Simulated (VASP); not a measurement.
# TaN (Fm-3m) in VASP: a series of runs, part 2 of 2

VASP 6.6.1. The steps go on from the part before.

**4. Single point, PBEsol**

Input file INCAR:

```
PREC = Accurate ; ENCUT = 520
EDIFF = 1E-6 ; ISMEAR = 0
SIGMA = 0.15 ; LREAL = F
LASPH = T ; NELM = 60
ALGO = Normal ; ISIF = 2
LWAVE = F ; LCHARG = F
GGA = PS ; NBANDS = 15
```

Input file KPOINTS:

```
Automatic mesh
0
Gamma
  14 14 14
```

Input file POSCAR:

```
TaN
1.0
    0.0000000000      2.1878447036      2.1878447036
    2.1878447036      0.0000000000      2.1878447036
    2.1878447036      2.1878447036      0.0000000000
Ta N
1 1
Direct
    0.5000000000      0.5000000000      0.5000000000
    0.0000000000      0.0000000000      0.0000000000
```

Potentials or basis: VASP PAW PBE potentials, release 64 (Ta_pv, N).

Started as:

```
cat potpaw_PBE.64/Ta_pv/POTCAR potpaw_PBE.64/N/POTCAR > POTCAR
mpirun -np 1 vasp_std > vasp.out
```

OUTCAR:

```text
PREC = Accurate
   ENCUT = 520
   EDIFF = 1E-6
   ISMEAR = 0
   LREAL = F
   LASPH = T
   NELM = 60
   ISIF = 2
   GGA = PS

 ion  position               nearest neighbor table
   1  0.500  0.500  0.500-   2 2.19   2 2.19   2 2.19   2 2.19   2 2.19   2 2.19
   2  0.000  0.000  0.000-   1 2.19   1 2.19   1 2.19   1 2.19   1 2.19   1 2.19

  LATTYP: Found a face centered cubic cell.
 ALAT       =     4.3756894072

  Lattice vectors:

 A1 = (   0.0000000000,   2.1878447036,   2.1878447036)
 A2 = (   2.1878447036,   0.0000000000,   2.1878447036)
 A3 = (   2.1878447036,   2.1878447036,   0.0000000000)

Analysis of symmetry for initial positions (statically):
=====================================================================
 Subroutine PRICEL returns:
 Original cell was already a primitive cell.

 Routine SETGRP: Setting up the symmetry group for a
 face centered cubic supercell.

 Subroutine GETGRP returns: Found 48 space group operations
[... 9 lines left out ...]

 Routine SETGRP: Setting up the symmetry group for a
 face centered cubic supercell.

 Subroutine GETGRP returns: Found 48 space group operations
[... 11 lines left out ...]
                                     Primitive cell

  volume of cell :      20.9450

  direct lattice vectors                    reciprocal lattice vectors
     0.000000000  2.187844704  2.187844704    -0.228535416  0.228535416  0.228535416
     2.187844704  0.000000000  2.187844704     0.228535416 -0.228535416  0.228535416
     2.187844704  2.187844704  0.000000000     0.228535416  0.228535416 -0.228535416

  length of vectors
     3.094079652  3.094079652  3.094079652     0.395834952  0.395834952  0.395834952

  position of ions in fractional coordinates (direct lattice)
     0.500000000  0.500000000  0.500000000
     0.000000000  0.000000000  0.000000000

  ion indices of the primitive-cell ions
   primitive index   ion index
                 1           1
                 2           2

----------------------------------------------------------------------------------------

 KPOINTS: Automatic mesh

Automatic generation of k-mesh.
 Grid dimensions read from file:
 generate k-points for:   14   14   14

 Generating k-lattice:

  Cartesian coordinates                     Fractional coordinates (reciprocal lattice)
    -0.016323958  0.016323958  0.016323958     0.071428571  0.000000000  0.000000000
     0.016323958 -0.016323958  0.016323958     0.000000000  0.071428571  0.000000000
     0.016323958  0.016323958 -0.016323958     0.000000000  0.000000000  0.071428571

  Length of vectors
     0.028273925  0.028273925  0.028273925

  Shift w.r.t. Gamma in fractional coordinates (k-lattice)
     0.000000000  0.000000000  0.000000000

 Subroutine IBZKPT returns following result:
 ===========================================

 Found    104 irreducible k-points:

 Following reciprocal coordinates:
            Coordinates               Weight
  0.000000  0.000000  0.000000      1.000000
  0.071429  0.000000  0.000000      8.000000
  0.142857  0.000000  0.000000      8.000000
  0.214286  0.000000  0.000000      8.000000
  0.285714  0.000000  0.000000      8.000000
  0.357143  0.000000  0.000000      8.000000
[... 16 lines left out ...]
  0.214286  0.142857  0.000000     24.000000
  0.285714  0.142857  0.000000     24.000000
 [... further k-points ...]
   k-points           NKPTS =    104   k-points in BZ     NKDIM =    104   number of bands    NBANDS=     15
   number of dos      NEDOS =    301   number of ions     NIONS =      2
   total plane-waves  NPLWV =  13824
   dimension x,y,z NGX =    24 NGY =   24 NGZ =   24
   dimension x,y,z NGXF=    48 NGYF=   48 NGZF=   48
   ions per type =               1   1
   NGX,Y,Z   is equivalent  to a cutoff of  12.90, 12.90, 12.90 a.u.
   NGXF,Y,Z  is equivalent  to a cutoff of  25.79, 25.79, 25.79 a.u.
 SYSTEM =  unknown system
   PREC   = accura    normal or accurate (medium, high low for compatibility)
   ISTART =      0    job   : 0-new  1-cont  2-samecut
   ICHARG =      2    charge: 1-file 2-atom 10-const
   ISPIN  =      1    spin polarized calculation?
   LNONCOLLINEAR =      F non collinear calculations
   LSORBIT =      F    spin-orbit coupling
   LASPH  =      T    aspherical Exc in radial PAW
   ENCUT  =  520.0 eV  38.22 Ry    6.18 a.u.   5.75  5.75  5.75*2*pi/ulx,y,z
   NELM   =     60;   NELMIN=  2; NELMDL= -5     # of ELM steps
   EDIFF  = 0.1E-05   stopping-criterion for ELM
   LREAL  =      F    real-space projection
   EDIFFG = 0.1E-04   stopping-criterion for IOM
   NSW    =      0    number of steps for IOM
   IBRION =     -1    ionic relax: 0-MD 1-quasi-New 2-CG
   NFREE  =      0    steps in history (QN), initial steepest desc. (CG)
   ISIF   =      2    stress and relaxation
   ISYM   =      2    0-nonsym 1-usesym 2-fastsym
   POTIM  = 0.5000    time-step for ionic-motion
   TEBEG  =    0.0;   TEEND  =   0.0 temperature during run
   PSTRESS=    0.0 pullay stress
   NELECT =      16.0000    total number of electrons
   NUPDOWN=      -1.0000    fix difference up-down
   EMIN   =  10.00;   EMAX   =-10.00  energy-range for DOS
   EFERMI =   0.00;   METHOD = LEGACY
   ISMEAR =     0;   SIGMA  =   0.15  broadening in eV -4-tet -1-fermi 0-gaus
   EFERMI_NEDOS =   21; number of points for ismear=-14 and -15
   IALGO  =     38    algorithm
   IMIX   =      4    mixing-type and parameters
     AMIX     =   0.40;   BMIX     =  1.00
     AMIX_MAG =   1.60;   BMIX_MAG =  1.00
  volume/ion in A,a.u.               =      10.47        70.67
  Fermi-wavevector in a.u.,A,eV,Ry     =   1.496540  2.828051 30.472044  2.239632
  Thomas-Fermi vector in A             =   2.608543
   LORBIT       =      0    0 simple, 1 ext, 2 COOP (PROOUT), +10 PAW based schemes
   GGA     = PS    functional components
   LHFCALC =     F    Hartree Fock is set to
   AEXX    =    0.0000 exact exchange contribution
   IVDW    =     0    specifies the selected vdW correction
   LEPSILON=     F    determine dielectric tensor
   LRPA    =     F    only Hartree local field effects (RPA)
 non-spin polarized calculation
 Gauss-broadening in eV      SIGMA  =   0.15
  energy-cutoff  :      520.00
  volume of cell :       20.94
 maximum number of plane-waves:       588
   NGX = 11   NGY = 11   NGZ = 11

 number of electron      16.0000001 magnetization

 Free energy of the ion-electron system (eV)
  ---------------------------------------------------
  ext. energy  EPLUGINS =         0.00000000
  ---------------------------------------------------
  free energy    TOTEN  =       -23.21432693 eV

  energy without entropy =      -23.20509240  energy(sigma->0) =      -23.20970966

 E-fermi :   9.5362     XC(G=0): -13.6726

 val. band max:        9.5006008939   @ k =  -0.2857   0.1429   0.0000
 cond. band min:       9.5703797212   @ k =   0.2857   0.0000   0.0000
 fundamental gap:      0.0697788272
 Fermi energy:         9.5362195081

 k-point     1 :       0.0000    0.0000    0.0000
  band No.  band energies     occupation
      1     -26.1305      2.00000
      2     -26.1305      2.00000
      3     -26.1305      2.00000
      4      -9.3818      2.00000
      5       5.7139      2.00000
      6       5.7139      2.00000
      7       5.7139      2.00000
      8       7.3759      2.00000
      9       7.3759      2.00000
     10       7.3759      2.00000
     11       9.5764      0.70451
     12       9.5764      0.70451
     13      11.2235      0.00000
     14      18.9296      0.00000
     15      21.9429      0.00000
[... 397 lines left out ...]
 k-point    24 :       0.2857    0.1429    0.0000
  band No.  band energies     occupation
      1     -26.5882      2.00000
      2     -26.2404      2.00000
      3     -26.2257      2.00000
      4      -7.9597      2.00000
      5       1.3953      2.00000
      6       3.4470      2.00000
      7       3.8954      2.00000
      8       6.9133      2.00000
      9      10.3291      0.00000
     10      10.4155      0.00000
     11      11.9515      0.00000
     12      12.7766      0.00000
     13      16.3399      0.00000
     14      21.9291      0.00000
     15      22.7892      0.00000

 [... further k-points ...]
[... 5 lines left out ...]
  --------------------------------------------------------------------------------------
  -------------------------------------------------------------------------------------
  Total        0.1328785      0.1328785      0.1328785     -0.0000000      0.0000000      0.0000000
  in kB       10.1644931     10.1644931     10.1644931     -0.0000000      0.0000000      0.0000000
  external PRESSURE =      10.1644931 kB  Pullay stress =       0.0000000 kB

 VOLUME and BASIS-vectors are now :
 -----------------------------------------------------------------------------
  energy-cutoff  :      520.00
  volume of cell :       20.94
      direct lattice vectors                 reciprocal lattice vectors
     0.000000000  2.187844704  2.187844704    -0.228535416  0.228535416  0.228535416
     2.187844704  0.000000000  2.187844704     0.228535416 -0.228535416  0.228535416
     2.187844704  2.187844704  0.000000000     0.228535416  0.228535416 -0.228535416

 POSITION                                       TOTAL-FORCE (eV/Angst)
 -----------------------------------------------------------------------------------
      2.18784      2.18784      2.18784         0.000000      0.000000     -0.000000
      0.00000      0.00000      0.00000        -0.000000     -0.000000      0.000000
 -----------------------------------------------------------------------------------
    total drift:                                0.000000     -0.000000     -0.000000

  FREE ENERGIE OF THE ION-ELECTRON SYSTEM (eV)
  ---------------------------------------------------
  free  energy   TOTEN  =       -23.2143269299 eV

  energy  without entropy=      -23.2050923951  energy(sigma->0) =      -23.20970966
```

OSZICAR:

```text
N       E                     dE             d eps       ncg     rms          rms(c)
DAV:   1     0.891114176667E+02    0.89111E+02   -0.87564E+03  3128   0.114E+03
DAV:   2    -0.232202408294E+02   -0.11233E+03   -0.10598E+03  3834   0.306E+02
DAV:   3    -0.259934444241E+02   -0.27732E+01   -0.27609E+01  3505   0.449E+01
DAV:   4    -0.260034220674E+02   -0.99776E-02   -0.99746E-02  4065   0.292E+00
DAV:   5    -0.260034888527E+02   -0.66785E-04   -0.66783E-04  3541   0.209E-01    0.251E+01
DAV:   6    -0.233197482209E+02    0.26837E+01   -0.48816E+00  3821   0.251E+01    0.107E+01
DAV:   7    -0.232526773056E+02    0.67071E-01   -0.49059E-01  3659   0.566E+00    0.716E+00
DAV:   8    -0.232201737696E+02    0.32504E-01   -0.14593E-01  3694   0.314E+00    0.150E+00
DAV:   9    -0.232145235093E+02    0.56503E-02   -0.17207E-02  3477   0.105E+00    0.329E-01
DAV:  10    -0.232143758366E+02    0.14767E-03   -0.11682E-03  3701   0.383E-01    0.590E-02
DAV:  11    -0.232143281430E+02    0.47694E-04   -0.10147E-04  3484   0.119E-01    0.194E-02
DAV:  12    -0.232143271210E+02    0.10220E-05   -0.68971E-06  3617   0.251E-02    0.396E-03
DAV:  13    -0.232143269299E+02    0.19116E-06   -0.31855E-07  2064   0.520E-03
   1 F= -.23214327E+02 E0= -.23209710E+02  d E =-.923453E-02
```

Run time: 22 s. Hardware: 1 thread of Intel Xeon Platinum 8488C (Sapphire Rapids), shared host; peak memory 0.16 GiB.

Results:

```yaml
Free_energy: -23.2143 eV
Pressure: 1.0 GPa
Band_gap_on_the_k_mesh: zero (band 8 reaches 11.50 eV, above the bottom of band 9 at 7.38 eV)
```

Caveat: the PAW data sets were made with another functional, which shifts forces and pressure a little; spin-orbit coupling is left out, which moves the levels of the heavy elements.

**5. Single point, PBEsol**

Input file INCAR:

```
ALGO = Normal ; EDIFF = 1E-6
ENCUT = 520 ; GGA = PS
ISIF = 2 ; ISMEAR = 0
LASPH = True ; LCHARG = True
LELF = True ; LREAL = False
LVHAR = True ; LWAVE = False
NBANDS = 15 ; NELM = 80
PREC = Accurate ; SIGMA = 0.1
```

Input file KPOINTS:

```
k-points
0
Gamma
  16 16 16
```

POSCAR is that of step 4.

Started as:

```
cat potpaw_PBE.64/Ta_pv/POTCAR potpaw_PBE.64/N/POTCAR > POTCAR
mpirun -np 1 vasp_std > vasp.out
```

It took 31 s on 1 thread of Intel Xeon Platinum 8488C (Sapphire Rapids), shared host; peak memory 0.17 GiB.

The run converged. Its results:

| Item | Value |
| --- | --- |
| Free energy | -23.2111 eV |
| Pressure | 1.0 GPa |
| Band gap on the k mesh | zero (band 8 reaches 11.50 eV, above the bottom of band 9 at 7.38 eV) |

Levels at points of the mesh, in eV from the Fermi level:
```tsv
k point	band 5	band 6	band 7	band 8	band 9	band 10	band 11	band 12
(0.00, 0.00, 0.00)	-3.83	-3.83	-3.83	-2.16	-2.16	-2.16	0.04	0.04
(0.50, 0.00, 0.00)	-10.52	-7.69	-7.69	1.96	1.96	2.07	3.86	7.73
(0.50, 0.50, 0.00)	-6.65	-5.59	-4.64	-4.64	2.15	3.66	3.66	4.74
```

Caveat: the PAW data sets were made with another functional, which shifts forces and pressure a little; spin-orbit coupling is left out, which moves the levels of the heavy elements.

**6. Single point, PBEsol**

This run uses another cell than the first one: it holds 4 atoms, not 2.

Input file INCAR:

```
SYSTEM = TaN
PREC = Accurate ; ENCUT = 520
EDIFF = 1E-6 ; ISMEAR = 0
SIGMA = 0.15 ; LREAL = .FALSE.
LASPH = .TRUE. ; NELM = 60
ALGO = Normal ; ISIF = 2
LWAVE = .FALSE. ; LCHARG = .FALSE.
GGA = PS ; NBANDS = 24
```

Input file KPOINTS:

```
regular mesh
0
G
  12 12 12
  0 0 0
```

Input file POSCAR:

```
TaN
1.0
    0.0000000000     -2.1878447036     -2.1878447036
   -2.1878447036      0.0000000000     -2.1878447036
    2.1878447036      2.1878447036     -4.3756894072
Ta N
2 2
Direct
    0.7500000000      0.7500000000      0.7500000000
    0.2500000000      0.2500000000      0.2500000000
    0.0000000000      0.0000000000      0.0000000000
    0.5000000000      0.5000000000      0.5000000000
```

Potentials or basis: VASP PAW PBE potentials, release 64 (Ta_pv, N).

Started as:

```
cat potpaw_PBE.64/Ta_pv/POTCAR potpaw_PBE.64/N/POTCAR > POTCAR
mpirun -np 1 vasp_std > vasp.out
```

Wall time 3.4 min (1 thread of Intel Xeon Platinum 8488C (Sapphire Rapids), shared host); peak memory 0.28 GiB.

The run converged, but its numbers aren't listed here, since they failed a check.

Caveat: the result breaks the symmetry of the cell; the PAW data sets were made with another functional, which shifts forces and pressure a little; spin-orbit coupling is left out, which moves the levels of the heavy elements.

**7. Summary**

| task | cell | k mesh | cutoff (eV) | smearing | gap on the mesh (eV) | pressure (GPa) |
| --- | --- | --- | --- | --- | --- | --- |
| single point | a = 3.094 Å, angles 60.0°, 2 atoms | 16 × 16 × 16 | 520 | gaussian 0.1 eV | none | 1.0 |
| relaxation of cell and atoms | relaxed from a = 3.082 Å, angles 60.0°, 2 atoms | 16 × 16 × 16 | 600 | gaussian 0.1 eV | none | -0.1 |
| single point | a = 3.094 Å, angles 60.0°, 2 atoms | 14 × 14 × 14 | 520 | gaussian 0.15 eV | none | 1.0 |

Alike in all rows: level PBEsol; potentials or basis VASP PAW PBE potentials, release 64 (Ta_pv, N); no spin polarisation.

Caveats: the PAW data sets were made with another functional, which shifts forces and pressure a little; spin-orbit coupling is left out, which moves the levels of the heavy elements.

Absolute energies hang on the potentials; compare differences alone.
